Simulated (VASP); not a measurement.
# Al (P6_3/mmc) in VASP: notebook

The runs below take Al through single point, with LDA.

Everything below comes from runs of VASP 6.6.1. Logs are shortened: lines on timing, memory, paths and dates and some standing lists are left out, and cuts for length are marked.

## (1) The cell of the first run

The structure is hexagonal, space group P6_3/mmc (No. 194). Conventional cell: a = 2.950 Å, b = 2.950 Å, c = 4.311 Å, α = 90.00°, β = 90.00°, γ = 120.00°. Al (site symmetry -6m2) has 12 Al at 2.75 to 2.95 Å within 3.6 Å.

This isn't the form of Al at room conditions, which is fcc.

## (2) Single point, LDA

INCAR

```
SYSTEM = Al
  PREC = Accurate
  ENCUT = 520
  EDIFF = 1E-7
  ISMEAR = 0
  SIGMA = 0.15
  LREAL = .False.
  LASPH = .True.
  NELM = 80
  ALGO = Normal
  ISIF = 2
  LWAVE = .False.
  LCHARG = .False.
  GGA = CA
  NBANDS = 10
```

KPOINTS

```
Automatic mesh
0
Gamma
  18 18 10
  0 0 0
```

POSCAR

```
Al
1.0
    2.9496000000      0.0000000000      0.0000000000
   -1.4748000000      2.5544285310      0.0000000000
    0.0000000000      0.0000000000      4.3113000000
Al
2
Direct
    0.6666666667      0.3333333333      0.7500000000
    0.3333333333      0.6666666667      0.2500000000
```

Potentials or basis: VASP PAW LDA potentials, release 64 (Al).

Run with:

```console
cat potpaw_LDA.64/Al/POTCAR > POTCAR
mpirun -np 1 vasp_std > vasp.out
```

OUTCAR:

```text
SYSTEM = Al
   PREC = Accurate
   ENCUT = 520
   EDIFF = 1E-7
   ISMEAR = 0
   LREAL = .False.
   LASPH = .True.
   NELM = 80
   ISIF = 2
   GGA = CA

 ion  position               nearest neighbor table
   1  0.667  0.333  0.750-   2 2.75   2 2.75   2 2.75   2 2.75   2 2.75   2 2.75
   2  0.333  0.667  0.250-   1 2.75   1 2.75   1 2.75   1 2.75   1 2.75   1 2.75

  LATTYP: Found a hexagonal cell.
 ALAT       =     2.9496000000
 C/A-ratio  =     1.4616558177

  Lattice vectors:

 A1 = (   2.9496000000,   0.0000000000,   0.0000000000)
 A2 = (  -1.4748000000,   2.5544285310,   0.0000000000)
 A3 = (   0.0000000000,   0.0000000000,   4.3113000000)

Analysis of symmetry for initial positions (statically):
=====================================================================
 Subroutine PRICEL returns:
 Original cell was already a primitive cell.

 Routine SETGRP: Setting up the symmetry group for a
 hexagonal supercell.

 Subroutine GETGRP returns: Found 24 space group operations
 (whereof 12 operations were pure point group operations)
 out of a pool of 24 trial point group operations.

The static configuration has the point symmetry D_3d.
 The point group associated with its full space group is D_6h.

Analysis of symmetry for dynamics (positions and initial velocities):
=====================================================================
 Subroutine PRICEL returns:
 Original cell was already a primitive cell.

 Routine SETGRP: Setting up the symmetry group for a
 hexagonal supercell.

 Subroutine GETGRP returns: Found 24 space group operations
 (whereof 12 operations were pure point group operations)
 out of a pool of 24 trial point group operations.

The dynamic configuration has the point symmetry D_3d.
 The point group associated with its full space group is D_6h.

 Subroutine INISYM returns: Found 24 space group operations
 (whereof 12 operations are pure point group operations),
 and found     1 'primitive' translations

----------------------------------------------------------------------------------------

                                     Primitive cell

  volume of cell :      32.4837

  direct lattice vectors                    reciprocal lattice vectors
     2.949600000  0.000000000  0.000000000     0.339029021  0.195738496  0.000000000
    -1.474800000  2.554428531  0.000000000     0.000000000  0.391476993  0.000000000
     0.000000000  0.000000000  4.311300000     0.000000000  0.000000000  0.231948600

  length of vectors
     2.949600000  2.949600000  4.311300000     0.391476993  0.391476993  0.231948600

  position of ions in fractional coordinates (direct lattice)
     0.666666667  0.333333333  0.750000000
     0.333333333  0.666666667  0.250000000

  ion indices of the primitive-cell ions
   primitive index   ion index
                 1           1
                 2           2

----------------------------------------------------------------------------------------

 KPOINTS: Automatic mesh

Automatic generation of k-mesh.
 Grid dimensions read from file:
 generate k-points for:   18   18   10

 Generating k-lattice:

  Cartesian coordinates                     Fractional coordinates (reciprocal lattice)
     0.018834946  0.010874361  0.000000000     0.055555556  0.000000000  0.000000000
     0.000000000  0.021748722  0.000000000     0.000000000  0.055555556  0.000000000
     0.000000000  0.000000000  0.023194860     0.000000000  0.000000000  0.100000000

  Length of vectors
     0.021748722  0.021748722  0.023194860

  Shift w.r.t. Gamma in fractional coordinates (k-lattice)
     0.000000000  0.000000000  0.000000000

 Subroutine IBZKPT returns following result:
 ===========================================

 Found    222 irreducible k-points:

 Following reciprocal coordinates:
            Coordinates               Weight
  0.000000  0.000000  0.000000      1.000000
  0.055556 -0.000000  0.000000      6.000000
  0.111111 -0.000000  0.000000      6.000000
  0.166667  0.000000  0.000000      6.000000
  0.222222 -0.000000  0.000000      6.000000
  0.277778 -0.000000  0.000000      6.000000
[... 16 lines left out ...]
  0.333333  0.111111  0.000000     12.000000
  0.388889  0.111111  0.000000     12.000000
 [... further k-points ...]
   k-points           NKPTS =    222   k-points in BZ     NKDIM =    222   number of bands    NBANDS=     10
   number of dos      NEDOS =    301   number of ions     NIONS =      2
   total plane-waves  NPLWV =  18432
   dimension x,y,z NGX =    24 NGY =   24 NGZ =   32
   dimension x,y,z NGXF=    48 NGYF=   48 NGZF=   64
   ions per type =               2
   NGX,Y,Z   is equivalent  to a cutoff of  13.53, 13.53, 12.34 a.u.
   NGXF,Y,Z  is equivalent  to a cutoff of  27.05, 27.05, 24.68 a.u.
 SYSTEM =  Al
   PREC   = accura    normal or accurate (medium, high low for compatibility)
   ISTART =      0    job   : 0-new  1-cont  2-samecut
   ICHARG =      2    charge: 1-file 2-atom 10-const
   ISPIN  =      1    spin polarized calculation?
   LNONCOLLINEAR =      F non collinear calculations
   LSORBIT =      F    spin-orbit coupling
   LASPH  =      T    aspherical Exc in radial PAW
   ENCUT  =  520.0 eV  38.22 Ry    6.18 a.u.   5.48  5.48  8.02*2*pi/ulx,y,z
   NELM   =     80;   NELMIN=  2; NELMDL= -5     # of ELM steps
   EDIFF  = 0.1E-06   stopping-criterion for ELM
   LREAL  =      F    real-space projection
   EDIFFG = 0.1E-05   stopping-criterion for IOM
   NSW    =      0    number of steps for IOM
   IBRION =     -1    ionic relax: 0-MD 1-quasi-New 2-CG
   NFREE  =      0    steps in history (QN), initial steepest desc. (CG)
   ISIF   =      2    stress and relaxation
   ISYM   =      2    0-nonsym 1-usesym 2-fastsym
   POTIM  = 0.5000    time-step for ionic-motion
   TEBEG  =    0.0;   TEEND  =   0.0 temperature during run
   PSTRESS=    0.0 pullay stress
   NELECT =       6.0000    total number of electrons
   NUPDOWN=      -1.0000    fix difference up-down
   EMIN   =  10.00;   EMAX   =-10.00  energy-range for DOS
   EFERMI =   0.00;   METHOD = LEGACY
   ISMEAR =     0;   SIGMA  =   0.15  broadening in eV -4-tet -1-fermi 0-gaus
   EFERMI_NEDOS =   21; number of points for ismear=-14 and -15
   IALGO  =     38    algorithm
   IMIX   =      4    mixing-type and parameters
     AMIX     =   0.40;   BMIX     =  1.00
     AMIX_MAG =   1.60;   BMIX_MAG =  1.00
  volume/ion in A,a.u.               =      16.24       109.61
  Fermi-wavevector in a.u.,A,eV,Ry     =   0.932331  1.761850 11.826747  0.869241
  Thomas-Fermi vector in A             =   2.058918
   LORBIT       =      0    0 simple, 1 ext, 2 COOP (PROOUT), +10 PAW based schemes
   GGA     = CA    functional components
   LHFCALC =     F    Hartree Fock is set to
   AEXX    =    0.0000 exact exchange contribution
   IVDW    =     0    specifies the selected vdW correction
   LEPSILON=     F    determine dielectric tensor
   LRPA    =     F    only Hartree local field effects (RPA)
 non-spin polarized calculation
 Gauss-broadening in eV      SIGMA  =   0.15
  energy-cutoff  :      520.00
  volume of cell :       32.48
 maximum number of plane-waves:       917
 NGX is ok and might be reduce to    24

 number of electron       6.0000000 magnetization

 Free energy of the ion-electron system (eV)
  ---------------------------------------------------
  ext. energy  EPLUGINS =         0.00000000
  ---------------------------------------------------
  free energy    TOTEN  =        -8.25338265 eV

  energy without entropy =       -8.24233861  energy(sigma->0) =       -8.24786063

 E-fermi :   7.9479     XC(G=0): -10.3968

 val. band max:        7.9094646975   @ k =   0.3333   0.2778   0.3000
 cond. band min:       7.9495971641   @ k =   0.2778   0.2778   0.1000
 fundamental gap:      0.0401324666
 Fermi energy:         7.9478559364

 k-point     1 :       0.0000    0.0000    0.0000
  band No.  band energies     occupation
      1      -3.2638      2.00000
      2       4.0355      2.00000
      3       4.9465      2.00000
      4      16.7442      0.00000
      5      16.7442      0.00000
      6      17.5825      0.00000
      7      17.5825      0.00000
      8      20.4445      0.00000
      9      20.5063      0.00000
     10      22.7526      0.00000

 k-point     2 :       0.0556   -0.0000    0.0000
  band No.  band energies     occupation
      1      -3.1941      2.00000
      2       4.0992      2.00000
      3       5.0140      2.00000
      4      15.5311      0.00000
      5      16.0546      0.00000
      6      17.5237      0.00000
      7      18.3946      0.00000
      8      21.0015      0.00000
      9      21.2998      0.00000
     10      21.7460      0.00000

 k-point     3 :       0.1111   -0.0000    0.0000
  band No.  band energies     occupation
      1      -2.9851      2.00000
      2       4.2902      2.00000
      3       5.2155      2.00000
      4      13.6671      0.00000
      5      15.1841      0.00000
      6      16.8763      0.00000
      7      19.6310      0.00000
      8      20.0581      0.00000
      9      20.9128      0.00000
     10      21.7545      0.00000

 k-point     4 :       0.1667    0.0000    0.0000
  band No.  band energies     occupation
      1      -2.6375      2.00000
      2       4.6086      2.00000
      3       5.5468      2.00000
      4      11.7777      0.00000
      5      14.4115      0.00000
      6      16.1003      0.00000
      7      18.2790      0.00000
      8      19.3910      0.00000
      9      20.9836      0.00000
     10      21.0173      0.00000

 k-point     5 :       0.2222   -0.0000    0.0000
  band No.  band energies     occupation
      1      -2.1525      2.00000
      2       5.0539      2.00000
      3       5.9960      2.00000
      4       9.9696      0.00000
      5      13.7544      0.00000
      6      15.3392      0.00000
      7      16.5310      0.00000
      8      17.8730      0.00000
      9      20.3489      0.00000
     10      20.7730      0.00000

 k-point     6 :       0.2778   -0.0000    0.0000
  band No.  band energies     occupation
      1      -1.5316      2.00000
      2       5.6255      2.00000
      3       6.4990      2.00000
      4       8.3332      0.00028
      5      13.2163      0.00000
      6      14.5818      0.00000
      7      14.8629      0.00000
      8      16.4944      0.00000
      9      19.7817      0.00000
     10      20.2976      0.00000
[... 183 lines left out ...]
 k-point    21 :       0.2222    0.1111    0.0000
  band No.  band energies     occupation
      1      -1.3252      2.00000
      2       5.8159      2.00000
      3       6.6774      2.00000
      4       8.5257      0.00000
      5      10.7039      0.00000
      6      14.9571      0.00000
      7      16.1158      0.00000
      8      17.6763      0.00000
      9      17.9337      0.00000
     10      18.4085      0.00000

 k-point    22 :       0.2778    0.1111    0.0000
  band No.  band energies     occupation
      1      -0.5715      2.00000
      2       6.4417      2.00000
      3       6.5115      2.00000
      4       7.8426      1.67914
      5      10.2725      0.00000
      6      13.4421      0.00000
      7      14.6797      0.00000
      8      17.1671      0.00000
      9      17.4907      0.00000
     10      18.0109      0.00000

 k-point    23 :       0.3333    0.1111    0.0000
  band No.  band energies     occupation
      1       0.3126      2.00000
      2       5.1052      2.00000
      3       7.3257      2.00000
      4       8.4539      0.00000
      5       9.9987      0.00000
      6      12.0234      0.00000
      7      13.3224      0.00000
      8      16.8151      0.00000
      9      17.1739      0.00000
     10      17.7252      0.00000

 k-point    24 :       0.3889    0.1111    0.0000
  band No.  band energies     occupation
      1       1.3202      2.00000
      2       3.7537      2.00000
      3       8.2328      0.00723
      4       9.1151      0.00000
      5      10.0123      0.00000
      6      10.7481      0.00000
      7      12.1024      0.00000
      8      16.6069      0.00000
      9      16.9833      0.00000
     10      17.5530      0.00000

 [... further k-points ...]
[... 5 lines left out ...]
  --------------------------------------------------------------------------------------
  -------------------------------------------------------------------------------------
  Total       -0.5157749     -0.5157749      0.9281317      0.0000000      0.0000000      0.0000000
  in kB      -25.4393312    -25.4393312     45.7778141      0.0000000      0.0000000      0.0000000
  external PRESSURE =      -1.7002828 kB  Pullay stress =       0.0000000 kB

 VOLUME and BASIS-vectors are now :
 -----------------------------------------------------------------------------
  energy-cutoff  :      520.00
  volume of cell :       32.48
      direct lattice vectors                 reciprocal lattice vectors
     2.949600000  0.000000000  0.000000000     0.339029021  0.195738496  0.000000000
    -1.474800000  2.554428531  0.000000000     0.000000000  0.391476993  0.000000000
     0.000000000  0.000000000  4.311300000     0.000000000  0.000000000  0.231948600

 POSITION                                       TOTAL-FORCE (eV/Angst)
 -----------------------------------------------------------------------------------
      1.47480      0.85148      3.23348        -0.000000      0.000000      0.000000
     -0.00000      1.70295      1.07783         0.000000     -0.000000      0.000000
 -----------------------------------------------------------------------------------
    total drift:                               -0.000000      0.000000     -0.000000

  FREE ENERGIE OF THE ION-ELECTRON SYSTEM (eV)
  ---------------------------------------------------
  free  energy   TOTEN  =        -8.2533826466 eV

  energy  without entropy=       -8.2423386075  energy(sigma->0) =       -8.24786063
```

Run time: 45 s. Hardware: 1 thread of Intel Xeon 8259CL, shared host; peak memory 0.17 GiB.

Results:

```
Free energy            : -8.2534 eV
Pressure               : -0.2 GPa
Band gap on the k mesh : zero (bands 3 and 4 overlap by 9.21 eV)
```

## (3) Single point, LDA

This run uses another cell than the first one, of the same volume but with other edges.

INCAR

```
SYSTEM = Al
  PREC = Accurate
  ENCUT = 520
  EDIFF = 1E-7
  ISMEAR = 0
  SIGMA = 0.15
  LREAL = .FALSE.
  LASPH = .TRUE.
  NELM = 60
  ALGO = Normal
  ISIF = 2
  LWAVE = .FALSE.
  LCHARG = .TRUE.
  GGA = CA
  LELF = .TRUE.
  LVHAR = .TRUE.
  NBANDS = 10
```

KPOINTS

```
regular mesh
0
G
  18 18 10
  0 0 0
```

POSCAR

```
Al
1.0
    2.8024648109      0.0000000000      0.0000000000
   -1.4012324054      2.4270057195      0.0000000000
    0.0000000000      0.0000000000      4.7800000000
Al
2
Direct
    0.6666666667      0.3333333333      0.7500000000
    0.3333333333      0.6666666667      0.2500000000
```

Potentials or basis: VASP PAW LDA potentials, release 64 (Al).

Run with:

```console
cat potpaw_LDA.64/Al/POTCAR > POTCAR
mpirun -np 1 vasp_std > vasp.out
```

It took 47 s on 1 thread of Intel Xeon 8259CL, shared host; peak memory 0.18 GiB.

It converged, with:

```yaml
Free_energy: -8.3118 eV
Pressure: -1.3 GPa
Band_gap_on_the_k_mesh: zero (bands 3 and 4 overlap by 6.95 eV)
```

Stress tensor (GPa, compression positive):
```
-1.06  0.00  0.00
 0.00 -1.06  0.00
 0.00  0.00 -1.88
```

Levels at points of the mesh, in eV from the Fermi level:
```tsv
k point	band 1	band 2	band 3	band 4	band 5	band 6	band 7	band 8
(0.00, 0.00, 0.00)	-11.19	-4.93	-4.81	11.30	11.30	11.51	11.58	11.58
(0.50, 0.00, 0.00)	-5.14	-5.01	0.62	0.76	1.47	1.49	6.15	7.75
(0.00, 0.00, 0.50)	-9.58	-9.58	2.68	2.68	12.41	12.41	12.41	12.41
(0.50, 0.00, 0.50)	-3.86	-3.86	-3.14	-3.14	7.51	7.51	7.56	7.56
```

## (4) Single point, LDA

This run uses another cell than the first one, of 15.31 Å³/atom.

INCAR

```
SYSTEM = Al
PREC = Accurate ; ENCUT = 520
EDIFF = 1E-6 ; ISMEAR = 0
SIGMA = 0.15 ; LREAL = .False.
LASPH = .True. ; NELM = 100
ALGO = Fast ; ISIF = 2
LWAVE = .False. ; LCHARG = .False.
NBANDS = 10
```

KPOINTS

```
regular mesh
0
Gamma
  18 18 10
  0 0 0
```

POSCAR

```
Al
1.0
    2.7814000000      0.0000000000      0.0000000000
   -1.3907000000      2.4087630581      0.0000000000
    0.0000000000      0.0000000000      4.5691000000
Al
2
Direct
    0.6666666667      0.3333333333      0.7500000000
    0.3333333333      0.6666666667      0.2500000000
```

Run with:

```console
cat potpaw_LDA.64/Al/POTCAR > POTCAR
mpirun -np 1 vasp_std > vasp.out
```

Wall time 52 s (1 thread of Intel Xeon 8259CL, shared host); peak memory 0.17 GiB.

Results (log left out):

```yaml
Free_energy: -8.3015 eV
Pressure: 3.7 GPa
Band_gap_on_the_k_mesh: zero (bands 3 and 4 overlap by 7.53 eV)
```

Stress tensor (GPa, compression positive):
```
3.71 0.00 0.00
0.00 3.71 0.00
0.00 0.00 3.57
```

Levels at points of the mesh, in eV from the Fermi level:
| k point | band 1 | band 2 | band 3 | band 4 | band 5 | band 6 | band 7 |
| --- | --- | --- | --- | --- | --- | --- | --- |
| (0.00, 0.00, 0.00) | -11.63 | -4.89 | -4.58 | 11.18 | 11.18 | 11.43 | 11.43 |
| (0.50, 0.00, 0.00) | -5.50 | -5.38 | 0.60 | 1.18 | 1.43 | 1.87 | 5.96 |
| (0.00, 0.00, 0.50) | -9.88 | -9.88 | 3.46 | 3.46 | 12.30 | 12.30 | 12.30 |
| (0.50, 0.00, 0.50) | -4.12 | -4.12 | -3.30 | -3.30 | 7.45 | 7.45 | 7.76 |

Caveat: the cell stands under pressure.

## (5) Single point, LDA

This run uses another cell than the first one, of 15.27 Å³/atom.

INCAR

```
ALGO = Normal
EDIFF = 1E-7
ENCUT = 520
ISIF = 2
ISMEAR = 0
LASPH = T
LCHARG = F
LREAL = F
LWAVE = F
NBANDS = 10
NELM = 80
PREC = Accurate
SIGMA = 0.15
```

KPOINTS

```
k-points
0
Gamma
  18 18 10
```

POSCAR

```
Al
1.0
    2.7604000000      0.0000000000      0.0000000000
   -1.3802000000      2.3905765246      0.0000000000
    0.0000000000      0.0000000000      4.6277000000
Al
2
Direct
    0.6666666667      0.3333333333      0.7500000000
    0.3333333333      0.6666666667      0.2500000000
```

Run with:

```console
cat potpaw_LDA.64/Al/POTCAR > POTCAR
mpirun -np 1 vasp_std > vasp.out
```

Run time: 54 s. Hardware: 1 thread of Intel Xeon 8259CL, shared host; peak memory 0.17 GiB.

It converged, with:

- Free energy: -8.2992 eV
- Pressure: 3.9 GPa
- Band gap on the k mesh: zero (bands 3 and 4 overlap by 7.30 eV)

Stress tensor (GPa, compression positive):
```
4.09 0.00 0.00
0.00 4.09 0.00
0.00 0.00 3.60
```

Levels at points of the mesh, in eV from the Fermi level:
| k point | band 1 | band 2 | band 3 | band 4 | band 5 | band 6 |
| --- | --- | --- | --- | --- | --- | --- |
| (0.00, 0.00, 0.00) | -11.64 | -5.00 | -4.83 | 11.56 | 11.56 | 11.72 |
| (0.50, 0.00, 0.00) | -5.39 | -5.31 | 0.60 | 1.01 | 1.41 | 1.75 |
| (0.00, 0.00, 0.50) | -9.93 | -9.93 | 3.09 | 3.09 | 12.58 | 12.58 |
| (0.50, 0.00, 0.50) | -4.09 | -4.09 | -3.25 | -3.25 | 7.69 | 7.69 |

Caveat: the cell stands under pressure.

## (6) The runs side by side

```csv
cell,gap on the mesh (eV),pressure (GPa)
"a = 2.950, b = 2.950, c = 4.311 Å, angles 90.0, 90.0, 120.0°, 2 atoms",none,-0.2
"a = 2.802, b = 2.802, c = 4.780 Å, angles 90.0, 90.0, 120.0°, 2 atoms",none,-1.3
"a = 2.781, b = 2.781, c = 4.569 Å, angles 90.0, 90.0, 120.0°, 2 atoms",none,3.7
"a = 2.760, b = 2.760, c = 4.628 Å, angles 90.0, 90.0, 120.0°, 2 atoms",none,3.9
```

Alike in all rows: task single point; level LDA; potentials or basis VASP PAW LDA potentials, release 64 (Al); no spin polarisation; k mesh 18 × 18 × 10; cutoff (eV) 520; smearing gaussian 0.15 eV.

Caveats: the cell stands under pressure (at least some runs).

Total energies depend on the potentials used, so only differences within one code and one set of settings carry meaning.
